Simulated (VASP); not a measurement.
Write the native input for VASP 6.6.1 that does the following.

```
Task                   : relaxation of cell and atoms
Functional             : PBE
Potentials or basis    : VASP PAW PBE potentials, release 64 (K_sv, Zn, F)
Cutoff                 : 600 eV
k mesh                 : 4 × 4 × 4
Occupations            : gaussian, width 0.01 eV
Spin                   : no spin polarisation
Target pressure        : 30 GPa
Dipole correction      : no
Further INCAR settings : ALGO = Normal; EDIFF = 1e-06; IBRION = 2; EDIFFG = -0.03; NSW = 50; ISIF = 3
```

The structure of KZnF3 lies in POSCAR:

```
KZnF3
1.0
    4.0500000000      0.0000000000      0.0000000000
    0.0000000000      4.0500000000      0.0000000000
    0.0000000000      0.0000000000      4.0500000000
K Zn F
1 1 3
Direct
    0.0000000000      0.0000000000      0.0000000000
    0.5000000000      0.5000000000      0.5000000000
    0.5000000000      0.5000000000      0.0000000000
    0.0000000000      0.5000000000      0.5000000000
    0.5000000000      0.0000000000      0.5000000000
```

One way to write it, as run:

INCAR

```
SYSTEM = KZnF3
  PREC = Accurate
  ENCUT = 600
  EDIFF = 1E-6
  ISMEAR = 0
  SIGMA = 0.01
  LREAL = .False.
  LASPH = .True.
  NELM = 60
  ALGO = Normal
  ISIF = 3
  LWAVE = .False.
  LCHARG = .False.
  GGA = PE
  IBRION = 2
  NSW = 50
  EDIFFG = -0.03
  PSTRESS = 300.0
```

KPOINTS

```
regular mesh
0
Gamma
  4 4 4
  0 0 0
```

Potentials or basis: VASP PAW PBE potentials, release 64 (K_sv, Zn, F).

Launch:

```bash
$ cat potpaw_PBE.64/K_sv/POTCAR potpaw_PBE.64/Zn/POTCAR potpaw_PBE.64/F/POTCAR > POTCAR
$ mpirun -np 1 vasp_std > vasp.out
```

Results of the run:

The relaxed volume is 11.08 Å³/atom, the relaxed cell is a = 3.813 Å, b = 3.813 Å, c = 3.813 Å, α = 90.00°, β = 90.00°, γ = 90.00° and the space group after relaxing (to 0.1 Å) is Pm-3m (No. 221). The energy change on relaxing (the run minimises the enthalpy) is +212.1 meV/atom. The ionic steps are 4. The pressure after relaxing is 30.0 GPa and the band gap on the k mesh is 4.30 eV (least direct gap 7.33 eV).

Caveat: the cell is relaxed towards a set pressure, so the run minimises the enthalpy, not the energy; the volume moved by over 15 % at a fixed basis, so the end points are rough.

Run time: 30 s on 1 thread of AMD EPYC 9R45 96-Core Processor (Zen 5), with other jobs on the host, peak memory 0.17 GiB.
